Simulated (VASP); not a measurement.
Set up this calculation in VASP 6.6.1, as the native input.

| Item | Value |
| --- | --- |
| Task | single point |
| Functional | LDA |
| Potentials or basis | VASP PAW LDA potentials, release 64 (Pd) |
| Cutoff | 520 eV |
| k mesh | 26 × 26 × 26 |
| Occupations | fermi-dirac, width 0.15 eV |
| Spin | no spin polarisation |
| Dipole correction | no |
| Further INCAR settings | ALGO = Normal; EDIFF = 1e-06; NBANDS = 11 |

The structure of Pd lies in POSCAR:

```
Pd
1.0
    0.0000000000      1.9216325331      1.9216325331
    1.9216325331      0.0000000000      1.9216325331
    1.9216325331      1.9216325331      0.0000000000
Pd
1
Direct
    0.0000000000      0.0000000000      0.0000000000
```

These files were run (other wordings do the same):

INCAR

```
SYSTEM = Pd
PREC = Accurate
ENCUT = 520
EDIFF = 1E-6
ISMEAR = -1
SIGMA = 0.15
LREAL = .FALSE.
LASPH = .TRUE.
NELM = 80
ALGO = Normal
ISIF = 2
LWAVE = .FALSE.
LCHARG = .FALSE.
NBANDS = 11
```

KPOINTS

```
Automatic mesh
0
G
  26 26 26
  0 0 0
```

Potentials or basis: VASP PAW LDA potentials, release 64 (Pd).

Command:

```bash
$ cat potpaw_LDA.64/Pd/POTCAR > POTCAR
$ mpirun -np 1 vasp_std > vasp.out
```

It gave:

The pressure is 0.3 GPa and the band gap on the k mesh is zero (band 5 reaches 10.59 eV, above the bottom of band 6 at 8.88 eV).

Run time: 30 s on 1 thread of Intel(R) Xeon(R) 6975P-C (Granite Rapids), with other jobs on the host, peak memory 0.18 GiB.
